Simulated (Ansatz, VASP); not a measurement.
SnSe2 in VASP and in Ansatz

The input POSCAR:

```
SnSe2
1.0
    3.8251491970      0.0000000000      0.0000000000
   -1.9125745985      3.3126763779      0.0000000000
    0.0000000000      0.0000000000      6.2270814990
Sn Se
1 2
Direct
    0.0000000000      0.0000000000      0.0000000000
    0.3333333333      0.6666666667      0.2530781084
    0.6666666667      0.3333333333      0.7469218916
```

The input INCAR.step1:

```
SYSTEM = SnSe2
PREC = Accurate
ENCUT = 520
ISMEAR = 0
SIGMA = 0.01
LREAL = .FALSE.
LASPH = .TRUE.
NELM = 100
NBANDS = 20
GGA = PE
ALGO = Normal
EDIFF = 1E-4
LWAVE = .TRUE.
LCHARG = .FALSE.
```

The input INCAR.step2:

```
SYSTEM = SnSe2
PREC = Accurate
ENCUT = 520
EDIFF = 1E-7
ISMEAR = 0
SIGMA = 0.01
LREAL = .FALSE.
LASPH = .TRUE.
NELM = 100
ALGO = Normal
ISIF = 2
LWAVE = .FALSE.
LCHARG = .FALSE.
METAGGA = R2SCAN
LMIXTAU = .TRUE.
NBANDS = 20
ISTART = 1
```

KPOINTS

```
regular mesh
0
G
  12 12 4
  0 0 0
```

Input for Ansatz:

```yaml
crystal:
  lattice:
    - [3.825149197, 0.0, 0.0]
    - [-1.9125745985, 3.3126763779, 0.0]
    - [0.0, 0.0, 6.227081499]
  atoms:
    - { symbol: Sn, position: [0.0, 0.0, 0.0] }
    - { symbol: Se, position: [0.3333333333, 0.6666666667, 0.2530781084] }
    - { symbol: Se, position: [0.6666666667, 0.3333333333, 0.7469218916] }
kpoints:
  mp_grid: { grid: [12, 12, 4] }
  band_path:
    path:
      - [0.0, 0.0, 0.0]
      - [0.5, 0.0, 0.0]
      - [0.3333333333, 0.3333333333, 0.0]
      - [0.0, 0.0, 0.5]
      - [0.5, 0.0, 0.5]
      - [0.3333333333, 0.3333333333, 0.5]
      - [-0.088542, 0.171875, 0.0]
      - [0.0, 0.458333, 0.34375]
    npoints: 1
hamiltonian:
  xc: r2scan
scf:
  occupations: { method: fixed }
  n_extra_bands: 4
output:
  forces: true
  stress: true
  eigenvalues: true
  write_density: true
  write_potential: true
  elf: true
  volumetric_format: npy
```

Alike in both runs: task single point; functional r2SCAN; k mesh 12 × 12 × 4; no spin polarisation.

```csv
,VASP,Ansatz
version,VASP 6.6.1,Ansatz 0.2.0
potentials or method,"VASP PAW PBE potentials, release 64 (Sn_d, Se)","plane waves, PAW"
plane-wave cutoff (eV),520,500
occupations,"gaussian, width 0.01 eV",fixed
valence electrons in the cell,26,46
```

Ansatz gave:

```
gap on the k mesh at the Fermi level (eV) : 1.01
pressure (GPa)                            : 0.9
rms of the force components (eV/Å)        : 0.014
```

Q: Estimate VASP's values.

A: gap on the k mesh at the Fermi level (eV): 1.01; pressure (GPa): 1.0; rms of the force components (eV/Å): 0.007.

VASP's potentials were made for PBE, not for r2SCAN. Atom by atom the forces differ by 0.006 eV/Å (rms over components). VASP's potentials hold 26 valence electrons a cell and Ansatz's 46, so a difference there can come from the potentials and not from the codes.
